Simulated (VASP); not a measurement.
# B in VASP: a series of runs

B is run at these levels: PBE; tasks: single point, relaxation of cell and atoms.

All numbers are computed with VASP 6.6.1; they aren't measurements. Logs are shortened: lines on timing, memory, paths and dates and some standing lists are left out, and cuts for length are marked.

## 1. The cell of the first run

The typed cell holds 1 atom: a = 1.645 Å, b = 4.433 Å, c = 1.808 Å, α = 90.00°, β = 116.88°, γ = 90.00°.

The cell was generated, and may not be a known phase.

## 2. Single point, PBE

Input file INCAR:

```
PREC = Accurate ; ENCUT = 520
EDIFF = 1E-7 ; ISMEAR = 0
SIGMA = 0.1 ; LREAL = False
LASPH = True ; NELM = 60
ALGO = Normal ; ISIF = 2
LWAVE = False ; LCHARG = False
GGA = PE ; NBANDS = 8
```

Input file KPOINTS:

```
Automatic mesh
0
Gamma
  10 8 8
```

Input file POSCAR:

```
B
1.0
    1.6433811374      0.0000000000     -0.0768890025
    0.0000000000      4.4329289659      0.0000000000
   -0.7410201564      0.0000000000      1.6489311029
B
1
Direct
    0.0000000000      0.5000000000      0.5000000000
```

Potentials or basis: VASP PAW PBE potentials, release 64 (B).

The run is started by

```
$ cat potpaw_PBE.64/B/POTCAR > POTCAR
$ mpirun -np 1 vasp_std > vasp.out
```

OUTCAR:

```text
PREC = Accurate
   ENCUT = 520
   EDIFF = 1E-7
   ISMEAR = 0
   LREAL = False
   LASPH = True
   NELM = 60
   ISIF = 2
   GGA = PE

 ion  position               nearest neighbor table
   1  0.000  0.500  0.500-

  LATTYP: Found a simple monoclinic cell.
 ALAT       =     1.6451788600
 B/A-ratio  =     2.6944966737
 C/A-ratio  =     1.0988376426
 COS(beta)  =    -0.4520864145

  Lattice vectors:

 A1 = (   1.6433811374,   0.0000000000,  -0.0768890025)
 A2 = (   0.0000000000,   4.4329289659,   0.0000000000)
 A3 = (  -0.7410201564,   0.0000000000,   1.6489311029)

Analysis of symmetry for initial positions (statically):
=====================================================================
 Subroutine PRICEL returns:
 Original cell was already a primitive cell.

 Routine SETGRP: Setting up the symmetry group for a
 simple monoclinic supercell.

 Subroutine GETGRP returns: Found  4 space group operations
 (whereof  4 operations were pure point group operations)
 out of a pool of  4 trial point group operations.

The static configuration has the point symmetry C_2h.

Analysis of symmetry for dynamics (positions and initial velocities):
=====================================================================
 Subroutine PRICEL returns:
 Original cell was already a primitive cell.

 Routine SETGRP: Setting up the symmetry group for a
 simple monoclinic supercell.

 Subroutine GETGRP returns: Found  4 space group operations
 (whereof  4 operations were pure point group operations)
 out of a pool of  4 trial point group operations.

The dynamic configuration has the point symmetry C_2h.

 Subroutine INISYM returns: Found  4 space group operations
 (whereof  4 operations are pure point group operations),
 and found     1 'primitive' translations

----------------------------------------------------------------------------------------

                                     Primitive cell

  volume of cell :      11.7599

  direct lattice vectors                    reciprocal lattice vectors
     1.643381137  0.000000000 -0.076889002     0.621570616  0.000000000  0.279330261
     0.000000000  4.432928966  0.000000000     0.000000000  0.225584485  0.000000000
    -0.741020156  0.000000000  1.648931103     0.028983591  0.000000000  0.619478536

  length of vectors
     1.645178860  4.432928966  1.807784460     0.681450970  0.225584485  0.620156194

  position of ions in fractional coordinates (direct lattice)
     0.000000000  0.500000000  0.500000000

  ion indices of the primitive-cell ions
   primitive index   ion index
                 1           1

----------------------------------------------------------------------------------------

 KPOINTS: Automatic mesh

Automatic generation of k-mesh.
 Grid dimensions read from file:
 generate k-points for:   10    8    8

 Generating k-lattice:

  Cartesian coordinates                     Fractional coordinates (reciprocal lattice)
     0.062157062  0.000000000  0.027933026     0.100000000  0.000000000  0.000000000
     0.000000000  0.028198061  0.000000000     0.000000000  0.125000000  0.000000000
     0.003622949  0.000000000  0.077434817     0.000000000  0.000000000  0.125000000

  Length of vectors
     0.068145097  0.028198061  0.077519524

  Shift w.r.t. Gamma in fractional coordinates (k-lattice)
     0.000000000  0.000000000  0.000000000

 Subroutine IBZKPT returns following result:
 ===========================================

 Found    210 irreducible k-points:

 Following reciprocal coordinates:
            Coordinates               Weight
  0.000000  0.000000  0.000000      1.000000
  0.100000  0.000000  0.000000      2.000000
  0.200000  0.000000  0.000000      2.000000
  0.300000  0.000000 -0.000000      2.000000
  0.400000  0.000000  0.000000      2.000000
  0.500000  0.000000 -0.000000      1.000000
[... 16 lines left out ...]
  0.400000  0.375000  0.000000      4.000000
  0.500000  0.375000 -0.000000      2.000000
 [... further k-points ...]
   k-points           NKPTS =    210   k-points in BZ     NKDIM =    210   number of bands    NBANDS=      8
   number of dos      NEDOS =    301   number of ions     NIONS =      1
   total plane-waves  NPLWV =   6048
   dimension x,y,z NGX =    12 NGY =   36 NGZ =   14
   dimension x,y,z NGXF=    24 NGYF=   72 NGZF=   28
   ions per type =               1
   NGX,Y,Z   is equivalent  to a cutoff of  12.13, 13.50, 12.87 a.u.
   NGXF,Y,Z  is equivalent  to a cutoff of  24.25, 27.00, 25.75 a.u.
 SYSTEM =  unknown system
   PREC   = accura    normal or accurate (medium, high low for compatibility)
   ISTART =      0    job   : 0-new  1-cont  2-samecut
   ICHARG =      2    charge: 1-file 2-atom 10-const
   ISPIN  =      1    spin polarized calculation?
   LNONCOLLINEAR =      F non collinear calculations
   LSORBIT =      F    spin-orbit coupling
   LASPH  =      T    aspherical Exc in radial PAW
   ENCUT  =  520.0 eV  38.22 Ry    6.18 a.u.   3.06  8.24  3.36*2*pi/ulx,y,z
   NELM   =     60;   NELMIN=  2; NELMDL= -5     # of ELM steps
   EDIFF  = 0.1E-06   stopping-criterion for ELM
   LREAL  =      F    real-space projection
   EDIFFG = 0.1E-05   stopping-criterion for IOM
   NSW    =      0    number of steps for IOM
   IBRION =     -1    ionic relax: 0-MD 1-quasi-New 2-CG
   NFREE  =      0    steps in history (QN), initial steepest desc. (CG)
   ISIF   =      2    stress and relaxation
   ISYM   =      2    0-nonsym 1-usesym 2-fastsym
   POTIM  = 0.5000    time-step for ionic-motion
   TEBEG  =    0.0;   TEEND  =   0.0 temperature during run
   PSTRESS=    0.0 pullay stress
   NELECT =       3.0000    total number of electrons
   NUPDOWN=      -1.0000    fix difference up-down
   EMIN   =  10.00;   EMAX   =-10.00  energy-range for DOS
   EFERMI =   0.00;   METHOD = LEGACY
   ISMEAR =     0;   SIGMA  =   0.10  broadening in eV -4-tet -1-fermi 0-gaus
   EFERMI_NEDOS =   21; number of points for ismear=-14 and -15
   IALGO  =     38    algorithm
   IMIX   =      4    mixing-type and parameters
     AMIX     =   0.40;   BMIX     =  1.00
     AMIX_MAG =   1.60;   BMIX_MAG =  1.00
  volume/ion in A,a.u.               =      11.76        79.36
  Fermi-wavevector in a.u.,A,eV,Ry     =   1.038280  1.962064 14.667414  1.078024
  Thomas-Fermi vector in A             =   2.172756
   LORBIT       =      0    0 simple, 1 ext, 2 COOP (PROOUT), +10 PAW based schemes
   GGA     = PE    functional components
   LHFCALC =     F    Hartree Fock is set to
   AEXX    =    0.0000 exact exchange contribution
   IVDW    =     0    specifies the selected vdW correction
   LEPSILON=     F    determine dielectric tensor
   LRPA    =     F    only Hartree local field effects (RPA)
 non-spin polarized calculation
 Gauss-broadening in eV      SIGMA  =   0.10
  energy-cutoff  :      520.00
  volume of cell :       11.76
 maximum number of plane-waves:       328
   NGX =  7   NGY = 17   NGZ =  7

 number of electron       3.0000000 magnetization

 Free energy of the ion-electron system (eV)
  ---------------------------------------------------
  ext. energy  EPLUGINS =         0.00000000
  ---------------------------------------------------
  free energy    TOTEN  =        -5.96790000 eV

  energy without entropy =       -5.96777890  energy(sigma->0) =       -5.96783945

 E-fermi :   2.8506     XC(G=0):  -8.6597

 val. band max:        2.6987458496   @ k =   0.1000   0.5000   0.5000
 cond. band min:       3.0203171723   @ k =   0.4000   0.0000   0.2500
 fundamental gap:      0.3215713227
 Fermi energy:         2.8505538877

 k-point     1 :       0.0000    0.0000    0.0000
  band No.  band energies     occupation
      1     -13.1171      2.00000
      2      -3.5524      2.00000
      3       5.3804      0.00000
      4      20.0165      0.00000
      5      23.4456      0.00000
      6      24.5734      0.00000
      7      29.0535      0.00000
      8      41.9941      0.00000

 k-point     2 :       0.1000    0.0000    0.0000
  band No.  band energies     occupation
      1     -12.6447      2.00000
      2      -2.8853      2.00000
      3       6.0044      0.00000
      4      20.6322      0.00000
      5      22.4446      0.00000
      6      24.3761      0.00000
      7      27.8395      0.00000
      8      42.2789      0.00000

 k-point     3 :       0.2000    0.0000    0.0000
  band No.  band energies     occupation
      1     -11.2424      2.00000
      2      -0.8962      2.00000
      3       7.8412      0.00000
      4      20.3533      0.00000
      5      20.6016      0.00000
      6      22.3949      0.00000
      7      28.3080      0.00000
      8      38.4179      0.00000

 k-point     4 :       0.3000    0.0000   -0.0000
  band No.  band energies     occupation
      1      -8.9876      2.00000
      2       2.3604      2.00000
      3      10.3339      0.00000
      4      15.1235      0.00000
      5      18.5500      0.00000
      6      24.5289      0.00000
      7      30.0537      0.00000
      8      32.3417      0.00000

 k-point     5 :       0.4000    0.0000    0.0000
  band No.  band energies     occupation
      1      -6.2169      2.00000
      2       6.6507      0.00000
      3       7.9413      0.00000
      4      16.5786      0.00000
      5      17.0483      0.00000
      6      21.3966      0.00000
      7      29.6213      0.00000
      8      31.4823      0.00000
[... 177 lines left out ...]
 k-point    22 :       0.3000    0.3750   -0.0000
  band No.  band energies     occupation
      1      -8.9563      2.00000
      2       1.8760      2.00000
      3      12.3167      0.00000
      4      15.1425      0.00000
      5      18.4343      0.00000
      6      20.3209      0.00000
      7      29.7297      0.00000
      8      35.3066      0.00000

 k-point    23 :       0.4000    0.3750    0.0000
  band No.  band energies     occupation
      1      -6.1989      2.00000
      2       6.2402      0.00000
      3       8.0859      0.00000
      4      17.0433      0.00000
      5      18.1581      0.00000
      6      21.8026      0.00000
      7      24.6807      0.00000
      8      32.3747      0.00000

 k-point    24 :       0.5000    0.3750   -0.0000
  band No.  band energies     occupation
      1      -4.5189      2.00000
      2       5.5384      0.00000
      3       9.6989      0.00000
      4      16.1769      0.00000
      5      16.5152      0.00000
      6      24.5473      0.00000
      7      25.6828      0.00000
      8      29.1607      0.00000

 [... further k-points ...]

------------------------ aborting loop because EDIFF is reached ----------------------------------------

  FORCE on cell =-STRESS in cart. coord.  units (eV):
  Direction    XX          YY          ZZ          XY          YZ          ZX
  --------------------------------------------------------------------------------------
  -------------------------------------------------------------------------------------
  Total       -0.0099678      0.0162972     -0.0161015      0.0000000      0.0000000     -0.0025417
  in kB       -1.3580224      2.2203439     -2.1936852      0.0000000      0.0000000     -0.3462895
  external PRESSURE =      -0.4437879 kB  Pullay stress =       0.0000000 kB

 VOLUME and BASIS-vectors are now :
 -----------------------------------------------------------------------------
  energy-cutoff  :      520.00
  volume of cell :       11.76
      direct lattice vectors                 reciprocal lattice vectors
     1.643381137  0.000000000 -0.076889002     0.621570616  0.000000000  0.279330261
     0.000000000  4.432928966  0.000000000     0.000000000  0.225584485  0.000000000
    -0.741020156  0.000000000  1.648931103     0.028983591  0.000000000  0.619478536

 POSITION                                       TOTAL-FORCE (eV/Angst)
 -----------------------------------------------------------------------------------
     -0.37051      2.21646      0.82447        -0.000000      0.000000      0.000000
 -----------------------------------------------------------------------------------
    total drift:                               -0.000000      0.000000      0.000000

  FREE ENERGIE OF THE ION-ELECTRON SYSTEM (eV)
  ---------------------------------------------------
  free  energy   TOTEN  =        -5.9679000047 eV

  energy  without entropy=       -5.9677788956  energy(sigma->0) =       -5.96783945
```

Run time: 8.4 s. Hardware: 1 thread of Intel Xeon Platinum 8488C (Sapphire Rapids), shared host; peak memory 0.12 GiB.

What came out:

| Item | Value |
| --- | --- |
| Free energy | -5.9679 eV |
| Pressure | 0.0 GPa |
| Band gap on the k mesh | zero (an odd number of electrons rules out a gap without spin polarisation) |

Caveat: the k points lie up to 0.48 Å⁻¹ apart, too coarse for converged energies and pressures of a metal.

## 3. Relaxation of cell and atoms, PBE

This run uses another cell than the first one, of the same volume but with other edges.

Input file INCAR:

```
ALGO = Normal
EDIFF = 1E-6
EDIFFG = -0.01
ENCUT = 600
GGA = PE
IBRION = 2
ISIF = 3
ISMEAR = 0
LASPH = T
LCHARG = F
LREAL = F
LWAVE = F
NELM = 80
NSW = 100
PREC = Accurate
SIGMA = 0.1
```

Input file KPOINTS:

```
k-points
0
Gamma
  36 36 12
```

Input file POSCAR:

```
B
1.0
    0.8225894300     -1.6125057549      0.0000000000
    0.8225894300      1.6125057549      0.0000000000
    0.0000000000      0.0000000000      4.4329289659
B
1
Direct
    0.5000000000      0.5000000000      0.5000000000
```

Potentials or basis: VASP PAW PBE potentials, release 64 (B).

The run is started by

```
$ cat potpaw_PBE.64/B/POTCAR > POTCAR
$ mpirun -np 1 vasp_std > vasp.out
```

OUTCAR:

```text
EDIFF = 1E-6
   EDIFFG = -0.01
   ENCUT = 600
   GGA = PE
   IBRION = 2
   ISIF = 3
   ISMEAR = 0
   LASPH = T
   LREAL = F
   NELM = 80
   NSW = 100
   PREC = Accurate

 ion  position               nearest neighbor table
   1  0.500  0.500  0.500-

  LATTYP: Found a base centered orthorhombic cell.
 ALAT       =     1.6451788600
 B/A-ratio  =     1.9602801788
 C/A-ratio  =     2.6944966737

  Lattice vectors:

 A1 = (   0.8225894300,  -1.6125057549,   0.0000000000)
 A2 = (   0.8225894300,   1.6125057549,   0.0000000000)
 A3 = (   0.0000000000,   0.0000000000,   4.4329289659)

Analysis of symmetry for initial positions (statically):
=====================================================================
 Subroutine PRICEL returns:
 Original cell was already a primitive cell.

 Routine SETGRP: Setting up the symmetry group for a
[... 467 lines left out ...]
      5      22.3365      0.00000

 [... further k-points ...]

[... ionic steps 4 to 34 ...]

--------------------------------------- Ionic step       35  -------------------------------------------

 number of electron       3.0000000 magnetization

------------------------ aborting loop because EDIFF is reached ----------------------------------------
[... 65 lines left out ...]
--------------------------------------- Ionic step       37  -------------------------------------------

 number of electron       3.0000000 magnetization

 Free energy of the ion-electron system (eV)
  ---------------------------------------------------
  ext. energy  EPLUGINS =         0.00000000
  ---------------------------------------------------
  free energy    TOTEN  =        -6.00096388 eV

  energy without entropy =       -5.99986629  energy(sigma->0) =       -6.00041508

 E-fermi :   4.4401     XC(G=0):  -9.4435

 val. band max:        4.4365480500   @ k =   0.4167   0.3611   0.2500
 cond. band min:       4.4490553012   @ k =   0.4167   0.2222   0.3333
 fundamental gap:      0.0125072512
 Fermi energy:         4.4400649568

 k-point     1 :       0.0000    0.0000    0.0000
  band No.  band energies     occupation
      1     -12.6162      2.00000
      2      -2.6648      2.00000
      3       6.4596      0.00000
      4      25.3221      0.00000
      5      30.5406      0.00000
[... 212 lines left out ...]
  FREE ENERGIE OF THE ION-ELECTRON SYSTEM (eV)
  ---------------------------------------------------
  free  energy   TOTEN  =        -6.0009638753 eV

  energy  without entropy=       -5.9998662875  energy(sigma->0) =       -6.00041508

 reached required accuracy - stopping structural energy minimisation
```

OSZICAR:

```text
N       E                     dE             d eps       ncg     rms          rms(c)
DAV:   1     0.210493433207E+01    0.21049E+01   -0.15475E+03 25370   0.459E+02
DAV:   2    -0.636933836446E+01   -0.84743E+01   -0.78331E+01 33480   0.809E+01
[... 240 lines left out ...]
DAV:   1    -0.600259899897E+01   -0.17026E-02   -0.53903E-02 24625   0.174E+00    0.138E-01
DAV:   2    -0.600136374846E+01    0.12353E-02   -0.13535E-03 27635   0.255E-01    0.661E-02
DAV:   3    -0.600095794296E+01    0.40581E-03   -0.11960E-03 25005   0.207E-01    0.103E-02
DAV:   4    -0.600096257574E+01   -0.46328E-05   -0.66713E-06 26165   0.299E-02    0.328E-03
DAV:   5    -0.600096383275E+01   -0.12570E-05   -0.12335E-06 28675   0.818E-03    0.908E-04
DAV:   6    -0.600096387527E+01   -0.42524E-07   -0.82199E-08 17250   0.220E-03
  37 F= -.60009639E+01 E0= -.60004151E+01  d E =-.134122E-03
```

Run time: 13 min. Hardware: 1 thread of Intel Xeon Platinum 8488C (Sapphire Rapids), shared host; peak memory 0.28 GiB.

What came out:

| Property | Result |
| --- | --- |
| Free energy | -6.0010 eV |
| Relaxed volume | 10.15 Å³/atom |
| Relaxed cell | a = 1.712 Å, b = 1.712 Å, c = 4.000 Å, α = 90.00°, β = 90.00°, γ = 119.99° |
| Space group after relaxing (to 0.1 Å) | P6/mmm (No. 191) |
| Energy gained by relaxing | 44.9 meV/atom |
| Ionic steps | 37 |
| Pressure after relaxing | -0.1 GPa |
| Band gap on the k mesh | zero (an odd number of electrons rules out a gap without spin polarisation) |

The path:
| step | energy change (eV) | largest force (eV/Å) | pressure (GPa) | volume (Å³) |
| --- | --- | --- | --- | --- |
| 1 | 0.0000 | 0.0000 | 0.22 | 11.76 |
| 2 | -0.0041 | 0.0000 | -2.57 | 11.79 |
| 3 | -0.0044 | 0.0000 | -3.11 | 11.79 |
| 4 | -0.0063 | 0.0000 | -3.33 | 11.74 |
| 5 | -0.0139 | 0.0000 | -3.77 | 11.60 |
| 6 | -0.0406 | 0.0000 | -2.21 | 11.30 |
| 7 | 0.0337 | 0.0000 | 11.92 | 10.68 |
| 8 | -0.0436 | 0.0000 | -0.81 | 11.22 |
| 9 | -0.0438 | 0.0000 | -0.26 | 11.19 |
| 10 | -0.0438 | 0.0000 | -0.49 | 11.20 |
| 11 | -0.0438 | 0.0000 | -0.35 | 11.19 |
| 12 | -0.0438 | 0.0000 | -0.49 | 11.20 |
| 13 | -0.0439 | 0.0000 | -0.13 | 11.18 |
| 14 | -0.0439 | 0.0000 | -0.03 | 11.17 |
| 15 | -0.0439 | 0.0000 | -0.04 | 11.17 |
| 16 | -0.0439 | 0.0000 | -0.07 | 11.16 |
| 17 | -0.0439 | 0.0000 | -0.12 | 11.14 |
| 18 | -0.0439 | 0.0000 | -0.14 | 11.14 |
| 19 | -0.0439 | 0.0000 | -0.12 | 11.13 |
| 20 | -0.0439 | 0.0000 | -0.12 | 11.12 |
| 21 | -0.0439 | 0.0000 | -0.14 | 11.10 |
| 22 | -0.0440 | 0.0000 | -0.15 | 11.05 |
| 23 | -0.0441 | 0.0000 | -0.18 | 10.96 |
| 24 | -0.0442 | 0.0000 | -0.23 | 10.78 |
| 25 | -0.0443 | 0.0000 | -0.33 | 10.41 |
| 26 | -0.0444 | 0.0000 | -0.33 | 10.40 |
| 27 | -0.0444 | 0.0000 | -0.29 | 10.36 |
| 28 | -0.0446 | 0.0000 | -0.23 | 10.28 |
| 29 | -0.0447 | 0.0000 | -0.08 | 10.12 |
| 30 | -0.0446 | 0.0000 | 0.24 | 9.80 |
| 31 | -0.0448 | 0.0000 | 0.01 | 10.04 |
| 32 | -0.0448 | 0.0000 | -0.01 | 10.05 |
| 33 | -0.0448 | 0.0000 | -0.01 | 10.04 |
| 34 | -0.0448 | 0.0000 | -0.01 | 10.06 |
| 35 | -0.0449 | 0.0000 | -0.05 | 10.12 |
| 36 | -0.0448 | 0.0000 | -0.10 | 10.23 |
| 37 | -0.0449 | 0.0000 | -0.07 | 10.15 |

Final structure:
```
B
1.0
     0.85607   -1.48249    0.00000
     0.85607    1.48249    0.00000
     0.00000    0.00000    4.00019
B
1
Direct
  0.50000 0.50000 0.50000
```

The gap in the log of VASP goes by the Fermi energy; the results here count the filled bands.